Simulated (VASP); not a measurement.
# MgO (P6_3mc) in VASP: a series of runs

MgO is run at these levels: PBEsol; tasks: single point.

All numbers are computed with VASP 6.6.1; they aren't measurements. Logs are shortened: lines on timing, memory, paths and dates and some standing lists are left out, and cuts for length are marked.

## (1) The cell of the first run

The structure is hexagonal, space group P6_3mc (No. 186). Conventional cell: a = 3.188 Å, b = 3.188 Å, c = 4.718 Å, α = 90.00°, β = 90.00°, γ = 120.00°. Within 2.5 Å of Mg (site symmetry 3m) lie 4 O at 1.87 to 1.90 Å. Within 2.5 Å of O (site symmetry 3m) lie 4 Mg at 1.87 to 1.90 Å.

## (2) Single point, PBEsol

Input file INCAR:

```
  PREC = Accurate
  ENCUT = 520
  EDIFF = 1E-7
  ISMEAR = 0
  SIGMA = 0.05
  LREAL = False
  LASPH = True
  NELM = 80
  ALGO = Normal
  ISIF = 2
  LWAVE = False
  LCHARG = False
  GGA = PS
  NBANDS = 16
```

Input file KPOINTS:

```
regular mesh
0
Gamma
  9 9 6
```

Input file POSCAR:

```
MgO
1.0
    3.1878000000      0.0000000000      0.0000000000
   -1.5939000000      2.7607157822      0.0000000000
    0.0000000000      0.0000000000      4.7182000000
Mg O
2 2
Direct
    0.3333333333      0.6666666667      0.0036583380
    0.6666666667      0.3333333333      0.5036583380
    0.3333333333      0.6666666667      0.4009416620
    0.6666666667      0.3333333333      0.9009416620
```

Potentials or basis: VASP PAW PBE potentials, release 64 (Mg, O).

The run is started by

```
> cat potpaw_PBE.64/Mg/POTCAR potpaw_PBE.64/O/POTCAR > POTCAR
> mpirun -np 1 vasp_std > vasp.out
```

OUTCAR:

```text
PREC = Accurate
   ENCUT = 520
   EDIFF = 1E-7
   ISMEAR = 0
   LREAL = False
   LASPH = True
   NELM = 80
   ISIF = 2
   GGA = PS

 ion  position               nearest neighbor table
   1  0.333  0.667  0.004-   3 1.87   4 1.90   4 1.90   4 1.90   2 2.99   2 2.99   2 2.99   2 2.99
                             2 2.99   2 2.99
   2  0.667  0.333  0.504-   4 1.87   3 1.90   3 1.90   3 1.90   1 2.99   1 2.99   1 2.99   1 2.99
                             1 2.99   1 2.99
   3  0.333  0.667  0.401-   1 1.87   2 1.90   2 1.90   2 1.90
   4  0.667  0.333  0.901-   2 1.87   1 1.90   1 1.90   1 1.90

  LATTYP: Found a hexagonal cell.
 ALAT       =     3.1878000000
 C/A-ratio  =     1.4800803062

  Lattice vectors:

 A1 = (   3.1878000000,   0.0000000000,   0.0000000000)
 A2 = (  -1.5939000000,   2.7607157822,   0.0000000000)
 A3 = (   0.0000000000,   0.0000000000,   4.7182000000)

Analysis of symmetry for initial positions (statically):
=====================================================================
 Subroutine PRICEL returns:
 Original cell was already a primitive cell.

 Routine SETGRP: Setting up the symmetry group for a
 hexagonal supercell.

 Subroutine GETGRP returns: Found 12 space group operations
 (whereof  6 operations were pure point group operations)
 out of a pool of 24 trial point group operations.

The static configuration has the point symmetry C_3v.
 The point group associated with its full space group is C_6v.

Analysis of symmetry for dynamics (positions and initial velocities):
=====================================================================
 Subroutine PRICEL returns:
 Original cell was already a primitive cell.

 Routine SETGRP: Setting up the symmetry group for a
 hexagonal supercell.

 Subroutine GETGRP returns: Found 12 space group operations
 (whereof  6 operations were pure point group operations)
 out of a pool of 24 trial point group operations.

The dynamic configuration has the point symmetry C_3v.
 The point group associated with its full space group is C_6v.

 Subroutine INISYM returns: Found 12 space group operations
 (whereof  6 operations are pure point group operations),
 and found     1 'primitive' translations

----------------------------------------------------------------------------------------

                                     Primitive cell

  volume of cell :      41.5230

  direct lattice vectors                    reciprocal lattice vectors
     3.187800000  0.000000000  0.000000000     0.313695966  0.181112450  0.000000000
    -1.593900000  2.760715782  0.000000000     0.000000000  0.362224901  0.000000000
     0.000000000  0.000000000  4.718200000     0.000000000  0.000000000  0.211945233

  length of vectors
     3.187800000  3.187800000  4.718200000     0.362224901  0.362224901  0.211945233

  position of ions in fractional coordinates (direct lattice)
     0.333333333  0.666666667  0.003658338
     0.666666667  0.333333333  0.503658338
     0.333333333  0.666666667  0.400941662
     0.666666667  0.333333333  0.900941662

  ion indices of the primitive-cell ions
   primitive index   ion index
                 1           1
                 2           2
                 3           3
                 4           4

----------------------------------------------------------------------------------------

 KPOINTS: regular mesh

Automatic generation of k-mesh.
 Grid dimensions read from file:
 generate k-points for:    9    9    6

 Generating k-lattice:

  Cartesian coordinates                     Fractional coordinates (reciprocal lattice)
     0.034855107  0.020123606  0.000000000     0.111111111  0.000000000  0.000000000
     0.000000000  0.040247211  0.000000000     0.000000000  0.111111111  0.000000000
     0.000000000  0.000000000  0.035324206     0.000000000  0.000000000  0.166666667

  Length of vectors
     0.040247211  0.040247211  0.035324206

  Shift w.r.t. Gamma in fractional coordinates (k-lattice)
     0.000000000  0.000000000  0.000000000

 Subroutine IBZKPT returns following result:
 ===========================================

 Found     48 irreducible k-points:

 Following reciprocal coordinates:
            Coordinates               Weight
  0.000000  0.000000  0.000000      1.000000
  0.111111  0.000000  0.000000      6.000000
  0.222222  0.000000  0.000000      6.000000
  0.333333  0.000000  0.000000      6.000000
  0.444444  0.000000  0.000000      6.000000
  0.111111  0.111111  0.000000      6.000000
[... 16 lines left out ...]
  0.333333  0.222222  0.166667     24.000000
  0.333333  0.333333  0.166667      4.000000
 [... further k-points ...]
   k-points           NKPTS =     48   k-points in BZ     NKDIM =     48   number of bands    NBANDS=     16
   number of dos      NEDOS =    301   number of ions     NIONS =      4
   total plane-waves  NPLWV =  20736
   dimension x,y,z NGX =    24 NGY =   24 NGZ =   36
   dimension x,y,z NGXF=    48 NGYF=   48 NGZF=   72
   ions per type =               2   2
   NGX,Y,Z   is equivalent  to a cutoff of  12.52, 12.52, 12.68 a.u.
   NGXF,Y,Z  is equivalent  to a cutoff of  25.03, 25.03, 25.37 a.u.
 SYSTEM =  unknown system
   PREC   = accura    normal or accurate (medium, high low for compatibility)
   ISTART =      0    job   : 0-new  1-cont  2-samecut
   ICHARG =      2    charge: 1-file 2-atom 10-const
   ISPIN  =      1    spin polarized calculation?
   LNONCOLLINEAR =      F non collinear calculations
   LSORBIT =      F    spin-orbit coupling
   LASPH  =      T    aspherical Exc in radial PAW
   ENCUT  =  520.0 eV  38.22 Ry    6.18 a.u.   5.93  5.93  8.77*2*pi/ulx,y,z
   NELM   =     80;   NELMIN=  2; NELMDL= -5     # of ELM steps
   EDIFF  = 0.1E-06   stopping-criterion for ELM
   LREAL  =      F    real-space projection
   EDIFFG = 0.1E-05   stopping-criterion for IOM
   NSW    =      0    number of steps for IOM
   IBRION =     -1    ionic relax: 0-MD 1-quasi-New 2-CG
   NFREE  =      0    steps in history (QN), initial steepest desc. (CG)
   ISIF   =      2    stress and relaxation
   ISYM   =      2    0-nonsym 1-usesym 2-fastsym
   POTIM  = 0.5000    time-step for ionic-motion
   TEBEG  =    0.0;   TEEND  =   0.0 temperature during run
   PSTRESS=    0.0 pullay stress
   NELECT =      16.0000    total number of electrons
   NUPDOWN=      -1.0000    fix difference up-down
   EMIN   =  10.00;   EMAX   =-10.00  energy-range for DOS
   EFERMI =   0.00;   METHOD = LEGACY
   ISMEAR =     0;   SIGMA  =   0.05  broadening in eV -4-tet -1-fermi 0-gaus
   EFERMI_NEDOS =   21; number of points for ismear=-14 and -15
   IALGO  =     38    algorithm
   IMIX   =      4    mixing-type and parameters
     AMIX     =   0.40;   BMIX     =  1.00
     AMIX_MAG =   1.60;   BMIX_MAG =  1.00
  volume/ion in A,a.u.               =      10.38        70.05
  Fermi-wavevector in a.u.,A,eV,Ry     =   1.191293  2.251217 19.309091  1.419178
  Thomas-Fermi vector in A             =   2.327358
   LORBIT       =      0    0 simple, 1 ext, 2 COOP (PROOUT), +10 PAW based schemes
   GGA     = PS    functional components
   LHFCALC =     F    Hartree Fock is set to
   AEXX    =    0.0000 exact exchange contribution
   IVDW    =     0    specifies the selected vdW correction
   LEPSILON=     F    determine dielectric tensor
   LRPA    =     F    only Hartree local field effects (RPA)
 non-spin polarized calculation
 Gauss-broadening in eV      SIGMA  =   0.05
  energy-cutoff  :      520.00
  volume of cell :       41.52
 maximum number of plane-waves:      1134
 NGX is ok and might be reduce to    24
   NGX = 11   NGY = 11   NGZ = 17

 number of electron      15.9999995 magnetization

 Free energy of the ion-electron system (eV)
  ---------------------------------------------------
  ext. energy  EPLUGINS =         0.00000000
  ---------------------------------------------------
  free energy    TOTEN  =       -24.19781549 eV

  energy without entropy =      -24.19781549  energy(sigma->0) =      -24.19781549

 E-fermi :   2.1208     XC(G=0): -10.5584

 val. band max:        1.8053534427   @ k =   0.0000   0.0000   0.0000
 cond. band min:       5.8702653125   @ k =   0.0000   0.0000   0.0000
 fundamental gap:      4.0649118698
 Fermi energy:         2.1207841879

 k-point     1 :       0.0000    0.0000    0.0000
  band No.  band energies     occupation
      1     -14.8678      2.00000
      2     -13.7566      2.00000
      3      -1.9210      2.00000
      4       0.8879      2.00000
      5       0.8879      2.00000
      6       1.2770      2.00000
[... 8 lines left out ...]
     15      19.4408      0.00000
     16      19.4408      0.00000

 k-point     2 :       0.1111    0.0000    0.0000
  band No.  band energies     occupation
      1     -14.7889      2.00000
      2     -13.7328      2.00000
      3      -1.7903      2.00000
      4       0.5540      2.00000
      5       0.7932      2.00000
      6       0.8901      2.00000
[... 8 lines left out ...]
     15      19.0688      0.00000
     16      19.1437      0.00000

 k-point     3 :       0.2222    0.0000    0.0000
  band No.  band energies     occupation
      1     -14.5747      2.00000
      2     -13.6802      2.00000
      3      -1.4231      2.00000
      4      -0.3236      2.00000
      5       0.2922      2.00000
      6       0.5993      2.00000
[... 8 lines left out ...]
     15      18.2142      0.00000
     16      18.2727      0.00000

 k-point     4 :       0.3333    0.0000    0.0000
  band No.  band energies     occupation
      1     -14.2931      2.00000
      2     -13.6468      2.00000
      3      -1.2084      2.00000
      4      -0.8561      2.00000
      5      -0.2311      2.00000
      6       0.4161      2.00000
[... 8 lines left out ...]
     15      17.8041      0.00000
     16      18.5168      0.00000

 k-point     5 :       0.4444    0.0000    0.0000
  band No.  band energies     occupation
      1     -14.0588      2.00000
      2     -13.6683      2.00000
      3      -1.6763      2.00000
      4      -0.6018      2.00000
      5      -0.2981      2.00000
      6       0.3087      2.00000
[... 8 lines left out ...]
     15      17.6734      0.00000
     16      18.9314      0.00000

 k-point     6 :       0.1111    0.1111    0.0000
  band No.  band energies     occupation
      1     -14.6421      2.00000
      2     -13.6944      2.00000
      3      -1.5406      2.00000
      4       0.0437      2.00000
      5       0.2284      2.00000
      6       0.8268      2.00000
[... 8 lines left out ...]
     15      17.8712      0.00000
     16      18.8145      0.00000
[... 267 lines left out ...]
 k-point    21 :       0.4444    0.1111    0.1667
  band No.  band energies     occupation
      1     -13.9617      2.00000
      2     -13.7008      2.00000
      3      -1.7389      2.00000
      4      -0.8649      2.00000
      5      -0.1326      2.00000
      6       0.3881      2.00000
[... 8 lines left out ...]
     15      17.2044      0.00000
     16      19.0700      0.00000

 k-point    22 :       0.2222    0.2222    0.1667
  band No.  band energies     occupation
      1     -14.1165      2.00000
      2     -13.6777      2.00000
      3      -1.2220      2.00000
      4      -1.0616      2.00000
      5       0.1181      2.00000
      6       0.1202      2.00000
[... 8 lines left out ...]
     15      17.1255      0.00000
     16      19.4883      0.00000

 k-point    23 :       0.3333    0.2222    0.1667
  band No.  band energies     occupation
      1     -13.9211      2.00000
      2     -13.7060      2.00000
      3      -1.4703      2.00000
      4      -0.8277      2.00000
      5      -0.3617      2.00000
      6       0.3967      2.00000
[... 8 lines left out ...]
     15      16.7759      0.00000
     16      19.6769      0.00000

 k-point    24 :       0.3333    0.3333    0.1667
  band No.  band energies     occupation
      1     -13.7848      2.00000
      2     -13.7848      2.00000
      3      -1.3343      2.00000
      4      -0.6847      2.00000
      5      -0.6847      2.00000
      6       0.2052      2.00000
[... 8 lines left out ...]
     15      16.2519      0.00000
     16      20.7019      0.00000

 [... further k-points ...]
[... 5 lines left out ...]
  --------------------------------------------------------------------------------------
  -------------------------------------------------------------------------------------
  Total        4.9332164      4.9332164      6.3110568      0.0000000      0.0000000      0.0000000
  in kB      190.3494536    190.3494536    243.5137914      0.0000000      0.0000000      0.0000000
  external PRESSURE =     208.0708995 kB  Pullay stress =       0.0000000 kB

 VOLUME and BASIS-vectors are now :
 -----------------------------------------------------------------------------
  energy-cutoff  :      520.00
  volume of cell :       41.52
      direct lattice vectors                 reciprocal lattice vectors
     3.187800000  0.000000000  0.000000000     0.313695966  0.181112450  0.000000000
    -1.593900000  2.760715782  0.000000000     0.000000000  0.362224901  0.000000000
     0.000000000  0.000000000  4.718200000     0.000000000  0.000000000  0.211945233

 POSITION                                       TOTAL-FORCE (eV/Angst)
 -----------------------------------------------------------------------------------
     -0.00000      1.84048      0.01726         0.000000     -0.000000     -0.617882
      1.59390      0.92024      2.37636        -0.000000      0.000000     -0.617882
     -0.00000      1.84048      1.89172        -0.000000      0.000000      0.617882
      1.59390      0.92024      4.25082        -0.000000     -0.000000      0.617882
 -----------------------------------------------------------------------------------
    total drift:                               -0.000000     -0.000000      0.001688

  FREE ENERGIE OF THE ION-ELECTRON SYSTEM (eV)
  ---------------------------------------------------
  free  energy   TOTEN  =       -24.1978154909 eV

  energy  without entropy=      -24.1978154909  energy(sigma->0) =      -24.19781549
```

Run time: 15 s. Hardware: 1 thread of AMD EPYC 9R45 (Zen 5), shared host; peak memory 0.14 GiB.

What came out:

| Property | Result |
| --- | --- |
| Free energy | -24.1978 eV |
| Pressure | 20.8 GPa |
| Largest force | 0.618 eV/Å |
| Band gap on the k mesh | 4.06 eV, direct |

Forces in eV/Å, atoms in the order of the input:
```
Mg   0.000  0.000 -0.618
Mg   0.000  0.000 -0.618
O    0.000  0.000  0.618
O    0.000  0.000  0.618
```

Caveat: the PAW data sets were made with another functional, which shifts forces and pressure a little.

(Part 1 of 3 ends here.)
